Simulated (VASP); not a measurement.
# SbW (CsCl type) (Pm-3m) in VASP: notebook

Runs on SbW (CsCl type). Level: PBE. Tasks: single point.

Everything below comes from runs of VASP 6.6.1. Logs are shortened: lines on timing, memory, paths and dates and some standing lists are left out, and cuts for length are marked.

### Step 1. The cell of the first run

It takes space group Pm-3m (No. 221, cubic). Conventional cell: a = 2.551 Å, b = 2.551 Å, c = 2.551 Å, α = 90.00°, β = 90.00°, γ = 90.00°. Within 2.9 Å of W (site symmetry m-3m) lie 8 Sb at 2.21 Å and 6 W at 2.55 Å. Sb (site symmetry m-3m) has 8 W at 2.21 Å and 6 Sb at 2.55 Å within 2.9 Å.

### Step 2. Single point, PBE (volume scaled by 0.45)

File INCAR:

```
SYSTEM = SbW
PREC     = Accurate       ! precision mode
ENCUT    = 520            ! plane-wave cutoff, eV
EDIFF    = 1E-6           ! SCF threshold, eV
ISMEAR   = -1             ! smearing method
SIGMA    = 0.08           ! smearing width, eV
LREAL    = .False.        ! projectors in reciprocal space
LASPH    = .True.         ! aspherical terms in the spheres
NELM     = 80             ! most SCF steps
ALGO     = Normal         ! electronic algorithm
ISIF     = 2              ! what is computed and relaxed
LWAVE    = .False.        ! write WAVECAR
LCHARG   = .True.         ! write CHGCAR
GGA      = PE             ! functional
LELF     = .True.         ! ELF
LVHAR    = .True.       
NBANDS   = 16             ! bands
```

File KPOINTS:

```
regular mesh
0
Gamma
  12 12 12
  0 0 0
```

File POSCAR:

```
SbW
1.0
    2.5514653655      0.0000000000      0.0000000000
    0.0000000000      2.5514653655      0.0000000000
    0.0000000000      0.0000000000      2.5514653655
W Sb
1 1
Direct
    0.0000000000      0.0000000000      0.0000000000
    0.5000000000      0.5000000000      0.5000000000
```

Potentials or basis: VASP PAW PBE potentials, release 64 (W_sv, Sb).

Command:

```bash
cat potpaw_PBE.64/W_sv/POTCAR potpaw_PBE.64/Sb/POTCAR > POTCAR
mpirun -np 1 vasp_std > vasp.out
```

OUTCAR:

```text
SYSTEM = SbW
   PREC = Accurate
   ENCUT = 520
   EDIFF = 1E-6
   ISMEAR = -1
   LREAL = .False.
   LASPH = .True.
   NELM = 80
   ISIF = 2
   GGA = PE

 ion  position               nearest neighbor table
   1  0.000  0.000  0.000-   2 2.21   2 2.21   2 2.21   2 2.21   2 2.21   2 2.21   2 2.21   2 2.21

   2  0.500  0.500  0.500-   1 2.21   1 2.21   1 2.21   1 2.21   1 2.21   1 2.21   1 2.21   1 2.21

  LATTYP: Found a simple cubic cell.
 ALAT       =     2.5514653655

  Lattice vectors:

 A1 = (   2.5514653655,   0.0000000000,   0.0000000000)
 A2 = (   0.0000000000,   2.5514653655,   0.0000000000)
 A3 = (   0.0000000000,   0.0000000000,   2.5514653655)

Analysis of symmetry for initial positions (statically):
=====================================================================
 Subroutine PRICEL returns:
 Original cell was already a primitive cell.

 Routine SETGRP: Setting up the symmetry group for a
 simple cubic supercell.

 Subroutine GETGRP returns: Found 48 space group operations
 (whereof 48 operations were pure point group operations)
 out of a pool of 48 trial point group operations.

The static configuration has the point symmetry O_h .

Analysis of symmetry for dynamics (positions and initial velocities):
=====================================================================
 Subroutine PRICEL returns:
 Original cell was already a primitive cell.

 Routine SETGRP: Setting up the symmetry group for a
 simple cubic supercell.

 Subroutine GETGRP returns: Found 48 space group operations
 (whereof 48 operations were pure point group operations)
 out of a pool of 48 trial point group operations.

The dynamic configuration has the point symmetry O_h .

 Subroutine INISYM returns: Found 48 space group operations
 (whereof 48 operations are pure point group operations),
 and found     1 'primitive' translations

----------------------------------------------------------------------------------------

                                     Primitive cell

  volume of cell :      16.6100

  direct lattice vectors                    reciprocal lattice vectors
     2.551465365  0.000000000  0.000000000     0.391931638  0.000000000  0.000000000
     0.000000000  2.551465365  0.000000000     0.000000000  0.391931638  0.000000000
     0.000000000  0.000000000  2.551465365     0.000000000  0.000000000  0.391931638

  length of vectors
     2.551465365  2.551465365  2.551465365     0.391931638  0.391931638  0.391931638

  position of ions in fractional coordinates (direct lattice)
     0.000000000  0.000000000  0.000000000
     0.500000000  0.500000000  0.500000000

  ion indices of the primitive-cell ions
   primitive index   ion index
                 1           1
                 2           2

----------------------------------------------------------------------------------------

 KPOINTS: regular mesh

Automatic generation of k-mesh.
 Grid dimensions read from file:
 generate k-points for:   12   12   12

 Generating k-lattice:

  Cartesian coordinates                     Fractional coordinates (reciprocal lattice)
     0.032660970  0.000000000  0.000000000     0.083333333  0.000000000  0.000000000
     0.000000000  0.032660970  0.000000000     0.000000000  0.083333333  0.000000000
     0.000000000  0.000000000  0.032660970     0.000000000  0.000000000  0.083333333

  Length of vectors
     0.032660970  0.032660970  0.032660970

  Shift w.r.t. Gamma in fractional coordinates (k-lattice)
     0.000000000  0.000000000  0.000000000

 Subroutine IBZKPT returns following result:
 ===========================================

 Found     84 irreducible k-points:

 Following reciprocal coordinates:
            Coordinates               Weight
  0.000000  0.000000  0.000000      1.000000
  0.083333  0.000000  0.000000      6.000000
  0.166667  0.000000  0.000000      6.000000
  0.250000  0.000000  0.000000      6.000000
  0.333333  0.000000  0.000000      6.000000
  0.416667  0.000000  0.000000      6.000000
[... 16 lines left out ...]
  0.333333  0.333333  0.000000     12.000000
  0.416667  0.333333  0.000000     24.000000
 [... further k-points ...]
   k-points           NKPTS =     84   k-points in BZ     NKDIM =     84   number of bands    NBANDS=     16
   number of dos      NEDOS =    301   number of ions     NIONS =      2
   total plane-waves  NPLWV =   8000
   dimension x,y,z NGX =    20 NGY =   20 NGZ =   20
   dimension x,y,z NGXF=    40 NGYF=   40 NGZF=   40
   ions per type =               1   1
   NGX,Y,Z   is equivalent  to a cutoff of  13.03, 13.03, 13.03 a.u.
   NGXF,Y,Z  is equivalent  to a cutoff of  26.06, 26.06, 26.06 a.u.
 SYSTEM =  SbW
   PREC   = accura    normal or accurate (medium, high low for compatibility)
   ISTART =      0    job   : 0-new  1-cont  2-samecut
   ICHARG =      2    charge: 1-file 2-atom 10-const
   ISPIN  =      1    spin polarized calculation?
   LNONCOLLINEAR =      F non collinear calculations
   LSORBIT =      F    spin-orbit coupling
   LASPH  =      T    aspherical Exc in radial PAW
   ENCUT  =  520.0 eV  38.22 Ry    6.18 a.u.   4.74  4.74  4.74*2*pi/ulx,y,z
   NELM   =     80;   NELMIN=  2; NELMDL= -5     # of ELM steps
   EDIFF  = 0.1E-05   stopping-criterion for ELM
   LREAL  =      F    real-space projection
   EDIFFG = 0.1E-04   stopping-criterion for IOM
   NSW    =      0    number of steps for IOM
   IBRION =     -1    ionic relax: 0-MD 1-quasi-New 2-CG
   NFREE  =      0    steps in history (QN), initial steepest desc. (CG)
   ISIF   =      2    stress and relaxation
   ISYM   =      2    0-nonsym 1-usesym 2-fastsym
   POTIM  = 0.5000    time-step for ionic-motion
   TEBEG  =    0.0;   TEEND  =   0.0 temperature during run
   PSTRESS=    0.0 pullay stress
   NELECT =      19.0000    total number of electrons
   NUPDOWN=      -1.0000    fix difference up-down
   EMIN   =  10.00;   EMAX   =-10.00  energy-range for DOS
   EFERMI =   0.00;   METHOD = LEGACY
   ISMEAR =    -1;   SIGMA  =   0.08  broadening in eV -4-tet -1-fermi 0-gaus
   EFERMI_NEDOS =   21; number of points for ismear=-14 and -15
   IALGO  =     38    algorithm
   IMIX   =      4    mixing-type and parameters
     AMIX     =   0.40;   BMIX     =  1.00
     AMIX_MAG =   1.60;   BMIX_MAG =  1.00
  volume/ion in A,a.u.               =       8.30        56.04
  Fermi-wavevector in a.u.,A,eV,Ry     =   1.712128  3.235454 39.883900  2.931384
  Thomas-Fermi vector in A             =   2.790115
   LORBIT       =      0    0 simple, 1 ext, 2 COOP (PROOUT), +10 PAW based schemes
   GGA     = PE    functional components
   LHFCALC =     F    Hartree Fock is set to
   AEXX    =    0.0000 exact exchange contribution
   IVDW    =     0    specifies the selected vdW correction
   LEPSILON=     F    determine dielectric tensor
   LRPA    =     F    only Hartree local field effects (RPA)
 non-spin polarized calculation
  energy-cutoff  :      520.00
  volume of cell :       16.61
 maximum number of plane-waves:       468
 NGX is ok and might be reduce to    20
   NGX =  9   NGY =  9   NGZ =  9

 number of electron      19.0000001 magnetization

 Free energy of the ion-electron system (eV)
  ---------------------------------------------------
  ext. energy  EPLUGINS =         0.00000000
  ---------------------------------------------------
  free energy    TOTEN  =        10.39651592 eV

  energy without entropy =       10.41059213  energy(sigma->0) =       10.40355402

 E-fermi :  29.0092     XC(G=0): -16.9120

 val. band max:       28.9832923601   @ k =   0.1667   0.0833   0.0833
 cond. band min:      29.0165931980   @ k =   0.4167   0.4167   0.3333
 fundamental gap:      0.0333008379
 Fermi energy:        29.0091863761

 k-point     1 :       0.0000    0.0000    0.0000
  band No.  band energies     occupation
      1     -44.8187      2.00000
      2      -9.3735      2.00000
      3      -9.3735      2.00000
      4      -9.3735      2.00000
      5       7.4571      2.00000
      6      20.1260      2.00000
[... 8 lines left out ...]
     15      41.0477      0.00000
     16      41.0477      0.00000

 k-point     2 :       0.0833    0.0000    0.0000
  band No.  band energies     occupation
      1     -44.8040      2.00000
      2      -9.5841      2.00000
      3      -9.3374      2.00000
      4      -9.3374      2.00000
      5       7.7916      2.00000
      6      20.1036      2.00000
[... 8 lines left out ...]
     15      41.6648      0.00000
     16      41.6648      0.00000

 k-point     3 :       0.1667    0.0000    0.0000
  band No.  band energies     occupation
      1     -44.7638      2.00000
      2     -10.1269      2.00000
      3      -9.2381      2.00000
      4      -9.2381      2.00000
      5       8.7059      2.00000
      6      20.0415      2.00000
[... 8 lines left out ...]
     15      42.9831      0.00000
     16      43.5011      0.00000

 k-point     4 :       0.2500    0.0000    0.0000
  band No.  band energies     occupation
      1     -44.7085      2.00000
      2     -10.8045      2.00000
      3      -9.1003      2.00000
      4      -9.1003      2.00000
      5      10.0113      2.00000
      6      19.9550      2.00000
[... 8 lines left out ...]
     15      42.9490      0.00000
     16      46.3197      0.00000

 k-point     5 :       0.3333    0.0000    0.0000
  band No.  band energies     occupation
      1     -44.6528      2.00000
      2     -11.4240      2.00000
      3      -8.9601      2.00000
      4      -8.9601      2.00000
      5      11.5401      2.00000
      6      19.3659      2.00000
[... 8 lines left out ...]
     15      42.7509      0.00000
     16      47.6519      0.00000

 k-point     6 :       0.4167    0.0000    0.0000
  band No.  band energies     occupation
      1     -44.6118      2.00000
      2     -11.8477      2.00000
      3      -8.8557      2.00000
      4      -8.8557      2.00000
      5      13.1388      2.00000
      6      17.7502      2.00000
[... 8 lines left out ...]
     15      42.5212      0.00000
     16      43.9376      0.00000

 k-point     7 :       0.5000    0.0000    0.0000
  band No.  band energies     occupation
      1     -44.5968      2.00000
      2     -11.9973      2.00000
      3      -8.8172      2.00000
      4      -8.8172      2.00000
      5      14.1579      2.00000
      6      16.6749      2.00000
[... 8 lines left out ...]
     15      41.8874      0.00000
     16      42.5023      0.00000

 k-point     8 :       0.0833    0.0833    0.0000
  band No.  band energies     occupation
      1     -44.7891      2.00000
      2      -9.5767      2.00000
      3      -9.5184      2.00000
      4      -9.3038      2.00000
      5       8.1219      2.00000
      6      20.1834      2.00000
[... 8 lines left out ...]
     15      40.3811      0.00000
     16      42.2043      0.00000

 k-point     9 :       0.1667    0.0833    0.0000
  band No.  band energies     occupation
      1     -44.7485      2.00000
      2     -10.0929      2.00000
      3      -9.4432      2.00000
      4      -9.2114      2.00000
      5       9.0227      2.00000
      6      20.1808      2.00000
[... 8 lines left out ...]
     15      41.4667      0.00000
     16      43.8725      0.00000
[... 172 lines left out ...]
 k-point    19 :       0.2500    0.2500    0.0000
  band No.  band energies     occupation
      1     -44.5884      2.00000
      2     -10.6095      2.00000
      3     -10.4251      2.00000
      4      -8.9739      2.00000
      5      12.0706      2.00000
      6      19.2997      2.00000
[... 8 lines left out ...]
     15      41.6786      0.00000
     16      45.7350      0.00000

 k-point    20 :       0.3333    0.2500    0.0000
  band No.  band energies     occupation
      1     -44.5276      2.00000
      2     -11.1458      2.00000
      3     -10.3614      2.00000
      4      -8.9105      2.00000
      5      13.0582      2.00000
      6      18.3450      2.00000
[... 8 lines left out ...]
     15      42.9277      0.00000
     16      45.4897      0.00000

 k-point    21 :       0.4167    0.2500    0.0000
  band No.  band energies     occupation
      1     -44.4828      2.00000
      2     -11.5667      2.00000
      3     -10.2563      2.00000
      4      -8.8641      2.00000
      5      13.8493      2.00000
      6      17.4944      2.00000
[... 8 lines left out ...]
     15      43.2254      0.00000
     16      45.5927      0.00000

 k-point    22 :       0.5000    0.2500    0.0000
  band No.  band energies     occupation
      1     -44.4663      2.00000
      2     -11.7165      2.00000
      3     -10.2164      2.00000
      4      -8.8471      2.00000
      5      14.1878      2.00000
      6      17.1255      2.00000
[... 8 lines left out ...]
     15      42.1891      0.00000
     16      45.6720      0.00000

 k-point    23 :       0.3333    0.3333    0.0000
  band No.  band energies     occupation
      1     -44.4642      2.00000
      2     -11.0519      2.00000
      3     -10.9276      2.00000
      4      -8.8862      2.00000
      5      13.3273      2.00000
      6      18.3916      2.00000
[... 8 lines left out ...]
     15      41.9741      0.00000
     16      44.9336      0.00000

 k-point    24 :       0.4167    0.3333    0.0000
  band No.  band energies     occupation
      1     -44.4174      2.00000
      2     -11.4197      2.00000
      3     -10.8759      2.00000
      4      -8.8685      2.00000
      5      13.3072      2.00000
      6      18.6802      2.00000
[... 8 lines left out ...]
     15      42.3490      0.00000
     16      44.7254      0.00000

 [... further k-points ...]
[... 5 lines left out ...]
  --------------------------------------------------------------------------------------
  -------------------------------------------------------------------------------------
  Total       87.2578905     87.2578905     87.2578905     -0.0000000      0.0000000     -0.0000000
  in kB     8416.7855002   8416.7855002   8416.7855002     -0.0000000      0.0000000     -0.0000000
  external PRESSURE =    8416.7855002 kB  Pullay stress =       0.0000000 kB

 VOLUME and BASIS-vectors are now :
 -----------------------------------------------------------------------------
  energy-cutoff  :      520.00
  volume of cell :       16.61
      direct lattice vectors                 reciprocal lattice vectors
     2.551465365  0.000000000  0.000000000     0.391931638  0.000000000  0.000000000
     0.000000000  2.551465365  0.000000000     0.000000000  0.391931638  0.000000000
     0.000000000  0.000000000  2.551465365     0.000000000  0.000000000  0.391931638

 POSITION                                       TOTAL-FORCE (eV/Angst)
 -----------------------------------------------------------------------------------
      0.00000      0.00000      0.00000         0.000000      0.000000      0.000000
      1.27573      1.27573      1.27573         0.000000      0.000000      0.000000
 -----------------------------------------------------------------------------------
    total drift:                                0.000000      0.000000      0.000000

  FREE ENERGIE OF THE ION-ELECTRON SYSTEM (eV)
  ---------------------------------------------------
  free  energy   TOTEN  =        10.3965159161 eV

  energy  without entropy=       10.4105921251  energy(sigma->0) =       10.40355402
```

It took 8.4 s on 1 thread of Intel Xeon 6975P-C (Granite Rapids), shared host; peak memory 0.14 GiB.

The run converged, but its numbers aren't listed here, since they failed a check.

Caveat: spin-orbit coupling is left out, which moves the levels of the heavy elements.

(Part 1 of 3 ends here.)
